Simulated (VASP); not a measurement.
# ZnO (P6_3mc) in VASP: notebook, part 2 of 2

VASP 6.6.1. The steps go on from the part before.

### 3 Band structure, HSE03

POSCAR

```
ZnO
1.0
    3.2493080000      0.0000000000      0.0000000000
   -1.6246540000      2.8139832727      0.0000000000
    0.0000000000      0.0000000000      5.2057090000
Zn O
2 2
Direct
    0.6666666667      0.3333333333      0.0000000000
    0.3333333333      0.6666666667      0.5000000000
    0.3333333333      0.6666666667      0.8790100000
    0.6666666667      0.3333333333      0.3790100000
```

INCAR.step1

```
SYSTEM = ZnO
PREC = Accurate
ENCUT = 520
EDIFF = 1E-5
ISMEAR = 0
SIGMA = 0.02
LREAL = .FALSE.
LASPH = .TRUE.
NELM = 80
ALGO = Normal
ISIF = 2
LWAVE = .TRUE.
LCHARG = .FALSE.
GGA = PE
KPAR = 4
```

INCAR.step2

```
SYSTEM = ZnO
PREC = Accurate
ENCUT = 520
EDIFF = 1E-7
ISMEAR = 0
SIGMA = 0.02
LREAL = .FALSE.
LASPH = .TRUE.
NELM = 80
ALGO = Normal
ISIF = 2
LWAVE = .FALSE.
LCHARG = .FALSE.
GGA = PE
LHFCALC = .TRUE.
HFSCREEN = 0.3
PRECFOCK = Fast
ISTART = 1
KPAR = 4
```

KPOINTS

```
regular mesh
0
G
  6 6 4
  0 0 0
```

KPOINTS_OPT

```
path GMKGALHA,LM,KH
12
line-mode
reciprocal
 0.0000000000  0.0000000000  0.0000000000  G
 0.5000000000  0.0000000000  0.0000000000  M

 0.5000000000  0.0000000000  0.0000000000  M
 0.3333333333  0.3333333333  0.0000000000  K

 0.3333333333  0.3333333333  0.0000000000  K
 0.0000000000  0.0000000000  0.0000000000  G

 0.0000000000  0.0000000000  0.0000000000  G
 0.0000000000  0.0000000000  0.5000000000  A

 0.0000000000  0.0000000000  0.5000000000  A
 0.5000000000  0.0000000000  0.5000000000  L

 0.5000000000  0.0000000000  0.5000000000  L
 0.3333333333  0.3333333333  0.5000000000  H

 0.3333333333  0.3333333333  0.5000000000  H
 0.0000000000  0.0000000000  0.5000000000  A

 0.5000000000  0.0000000000  0.5000000000  L
 0.5000000000  0.0000000000  0.0000000000  M

 0.3333333333  0.3333333333  0.0000000000  K
 0.3333333333  0.3333333333  0.5000000000  H
```

Potentials or basis: VASP PAW PBE potentials, release 64 (Zn, O).

Run with:

```console
$ cat potpaw_PBE.64/Zn/POTCAR potpaw_PBE.64/O/POTCAR > POTCAR
$ cp INCAR.step1 INCAR
$ mpirun -np 4 vasp_std > vasp.out
$ cp INCAR.step2 INCAR
$ mpirun -np 4 vasp_std > vasp.out
```

Wall time 34 min (4 MPI ranks of Intel Xeon 6975P-C (Granite Rapids), shared host); peak memory 0.37 GiB.

Results (log left out):

```
Free energy             : -22.2106 eV
Pressure                : 2.0 GPa
Largest force           : 0.083 eV/Å
Band gap on the k mesh  : 2.25 eV
Band gap along the path : 2.25 eV
```

Forces in eV/Å, atoms in the order of the input:
```
Zn   0.000  0.000 -0.083
Zn   0.000  0.000 -0.083
O    0.000  0.000  0.083
O    0.000  0.000  0.083
```

Stress tensor (GPa, compression positive):
```
1.50 0.00 0.00
0.00 1.50 0.00
0.00 0.00 2.93
```

Levels at the corners of the path, in eV from the valence-band top:
| point | band 14 | band 15 | band 16 | band 17 | band 18 | band 19 | band 20 | band 21 | band 22 |
| --- | --- | --- | --- | --- | --- | --- | --- | --- | --- |
| Γ | -0.86 | -0.86 | -0.06 | 0.00 | 0.00 | 2.25 | 6.93 | 10.05 | 14.69 |
| M | -3.74 | -3.03 | -2.38 | -1.38 | -0.86 | 7.50 | 8.40 | 9.16 | 10.47 |
| M | -3.74 | -3.03 | -2.38 | -1.38 | -0.86 | 7.50 | 8.40 | 9.16 | 10.47 |
| K | -3.86 | -3.86 | -2.07 | -2.07 | -1.82 | 9.14 | 9.60 | 9.60 | 9.76 |
| K | -3.86 | -3.86 | -2.07 | -2.07 | -1.82 | 9.14 | 9.60 | 9.60 | 9.76 |
| Γ | -0.86 | -0.86 | -0.06 | 0.00 | 0.00 | 2.25 | 6.93 | 10.05 | 14.69 |
| Γ | -0.86 | -0.86 | -0.06 | 0.00 | 0.00 | 2.25 | 6.93 | 10.05 | 14.69 |
| A | -2.45 | -0.42 | -0.42 | -0.42 | -0.42 | 4.98 | 4.98 | 11.94 | 11.94 |
| A | -2.45 | -0.42 | -0.42 | -0.42 | -0.42 | 4.98 | 4.98 | 11.94 | 11.94 |
| L | -4.29 | -1.59 | -1.59 | -1.43 | -1.43 | 7.27 | 7.27 | 10.38 | 10.38 |
| L | -4.29 | -1.59 | -1.59 | -1.43 | -1.43 | 7.27 | 7.27 | 10.38 | 10.38 |
| H | -4.13 | -2.91 | -2.91 | -1.27 | -1.27 | 9.58 | 9.58 | 9.78 | 9.78 |
| H | -4.13 | -2.91 | -2.91 | -1.27 | -1.27 | 9.58 | 9.58 | 9.78 | 9.78 |
| A | -2.45 | -0.42 | -0.42 | -0.42 | -0.42 | 4.98 | 4.98 | 11.94 | 11.94 |
| L | -4.29 | -1.59 | -1.59 | -1.43 | -1.43 | 7.27 | 7.27 | 10.38 | 10.38 |
| M | -3.74 | -3.03 | -2.38 | -1.38 | -0.86 | 7.50 | 8.40 | 9.16 | 10.47 |
| K | -3.86 | -3.86 | -2.07 | -2.07 | -1.82 | 9.14 | 9.60 | 9.60 | 9.76 |
| H | -4.13 | -2.91 | -2.91 | -1.27 | -1.27 | 9.58 | 9.58 | 9.78 | 9.78 |

Caveat: the PAW data sets were made with another functional, which shifts forces and pressure a little.

### 4 Equation of state, revPBE

POSCAR.step1

```
ZnO
1.0
    3.1487487681      0.0000000000      0.0000000000
   -1.5743743840      2.7268964233      0.0000000000
    0.0000000000      0.0000000000      5.0446032819
Zn O
2 2
Direct
    0.6666666667      0.3333333333      0.0000000000
    0.3333333333      0.6666666667      0.5000000000
    0.3333333333      0.6666666667      0.8790100000
    0.6666666667      0.3333333333      0.3790100000
```

POSCAR.step2

```
ZnO
1.0
    3.1829769797      0.0000000000      0.0000000000
   -1.5914884899      2.7565389241      0.0000000000
    0.0000000000      0.0000000000      5.0994402224
Zn O
2 2
Direct
    0.6666666667      0.3333333333      0.0000000000
    0.3333333333      0.6666666667      0.5000000000
    0.3333333333      0.6666666667      0.8790100000
    0.6666666667      0.3333333333      0.3790100000
```

POSCAR.step3

```
ZnO
1.0
    3.2164844629      0.0000000000      0.0000000000
   -1.6082422315      2.7855572558      0.0000000000
    0.0000000000      0.0000000000      5.1531224855
Zn O
2 2
Direct
    0.6666666667      0.3333333333      0.0000000000
    0.3333333333      0.6666666667      0.5000000000
    0.3333333333      0.6666666667      0.8790100000
    0.6666666667      0.3333333333      0.3790100000
```

POSCAR.step4

```
ZnO
1.0
    3.2493080000      0.0000000000      0.0000000000
   -1.6246540000      2.8139832727      0.0000000000
    0.0000000000      0.0000000000      5.2057090000
Zn O
2 2
Direct
    0.6666666667      0.3333333333      0.0000000000
    0.3333333333      0.6666666667      0.5000000000
    0.3333333333      0.6666666667      0.8790100000
    0.6666666667      0.3333333333      0.3790100000
```

POSCAR.step5

```
ZnO
1.0
    3.2814814587      0.0000000000      0.0000000000
   -1.6407407294      2.8418463053      0.0000000000
    0.0000000000      0.0000000000      5.2572540255
Zn O
2 2
Direct
    0.6666666667      0.3333333333      0.0000000000
    0.3333333333      0.6666666667      0.5000000000
    0.3333333333      0.6666666667      0.8790100000
    0.6666666667      0.3333333333      0.3790100000
```

POSCAR.step6

```
ZnO
1.0
    3.3130361008      0.0000000000      0.0000000000
   -1.6565180504      2.8691734269      0.0000000000
    0.0000000000      0.0000000000      5.3078076462
Zn O
2 2
Direct
    0.6666666667      0.3333333333      0.0000000000
    0.3333333333      0.6666666667      0.5000000000
    0.3333333333      0.6666666667      0.8790100000
    0.6666666667      0.3333333333      0.3790100000
```

POSCAR.step7

```
ZnO
1.0
    3.3440008498      0.0000000000      0.0000000000
   -1.6720004249      2.8959896862      0.0000000000
    0.0000000000      0.0000000000      5.3574162005
Zn O
2 2
Direct
    0.6666666667      0.3333333333      0.0000000000
    0.3333333333      0.6666666667      0.5000000000
    0.3333333333      0.6666666667      0.8790100000
    0.6666666667      0.3333333333      0.3790100000
```

INCAR

```
SYSTEM = ZnO
GGA = RE ; ISMEAR = 0
SIGMA = 0.03 ; LWAVE = .FALSE.
LCHARG = .FALSE. ; ISIF = 2
NSW = 0 ; ENCUT = 660
PREC = Accurate ; LASPH = .TRUE.
LREAL = .FALSE. ; ALGO = Normal
EDIFF = 1E-7 ; NELM = 120
GGA_COMPAT = .FALSE. ; EFERMI = MIDGAP
```

KPOINTS

```
k-points
0
Gamma
  8 8 5
```

Potentials or basis: VASP PAW PBE potentials, release 64 (Zn_sv_GW, O_GW).

Run with:

```console
$ cat potpaw_PBE.64/Zn_sv_GW/POTCAR potpaw_PBE.64/O_GW/POTCAR > POTCAR
$ cp POSCAR.step1 POSCAR
$ mpirun -np 1 vasp_std > vasp.out
$ cp POSCAR.step2 POSCAR
$ mpirun -np 1 vasp_std > vasp.out
$ cp POSCAR.step3 POSCAR
$ mpirun -np 1 vasp_std > vasp.out
$ cp POSCAR.step4 POSCAR
$ mpirun -np 1 vasp_std > vasp.out
$ cp POSCAR.step5 POSCAR
$ mpirun -np 1 vasp_std > vasp.out
$ cp POSCAR.step6 POSCAR
$ mpirun -np 1 vasp_std > vasp.out
$ cp POSCAR.step7 POSCAR
$ mpirun -np 1 vasp_std > vasp.out
```

It took 9.8 min on 1 thread of Intel Xeon Platinum 8259CL at 2.50GHz (Skylake/Cascade Lake), shared host; peak memory 0.23 GiB.

The run converged. Its results:

- Equilibrium volume: 12.67 Å³/atom
- Bulk modulus at fixed shape and positions: 119 GPa
- Pressure derivative of the bulk modulus: 4.5

Energy against volume, from the lowest point:
```tsv
volume (Å³/atom)	energy (meV/atom)
10.829	131.84
11.186	80.68
11.543	43.90
11.900	19.32
12.257	5.27
12.614	0.00
12.971	2.55
```

Caveat: the cell was scaled at fixed shape and fractional positions, which overstates the stiffness of a crystal with free parameters, most of all of layers and chains; the PAW data sets were made with another functional, which shifts forces and pressure a little.

### 5 Overview

| task | level | potentials or basis | k mesh | cutoff (eV) | smearing | grid for exact exchange (PRECFOCK) | further INCAR settings | share of exact exchange | screening parameter | tolerance level | gap on the mesh (eV) | pressure (GPa) | largest force (eV/Å) |
| --- | --- | --- | --- | --- | --- | --- | --- | --- | --- | --- | --- | --- | --- |
| band structure | HSE06 | VASP PAW PBE potentials, release 64 (Zn, O) | 6 × 6 × 4 | 520 | gaussian 0.02 eV | Fast | ALGO = Normal; EDIFF = 1e-07 | 0.25 | 0.2 1/Å | - | 2.50 | 1.7 | 0.08 |
| band structure | HSE03 | VASP PAW PBE potentials, release 64 (Zn, O) | 6 × 6 × 4 | 520 | gaussian 0.02 eV | Fast | ALGO = Normal; EDIFF = 1e-07 | 0.25 | 0.3 1/Å | - | 2.25 | 2.0 | 0.08 |
| equation of state | revPBE | VASP PAW PBE potentials, release 64 (Zn_sv_GW, O_GW) | 8 × 8 × 5 | 660 | gaussian 0.03 eV | - | ALGO = Normal; EDIFF = 1e-07; NSW = 0 | - | - | tight | - | - | - |

Alike in all rows: no spin polarisation; cell as given.

Caveats: the PAW data sets were made with another functional, which shifts forces and pressure a little; the cell was scaled at fixed shape and fractional positions, which overstates the stiffness of a crystal with free parameters, most of all of layers and chains (at least some runs).

Total energies depend on the potentials used, so only differences within one code and one set of settings carry meaning.
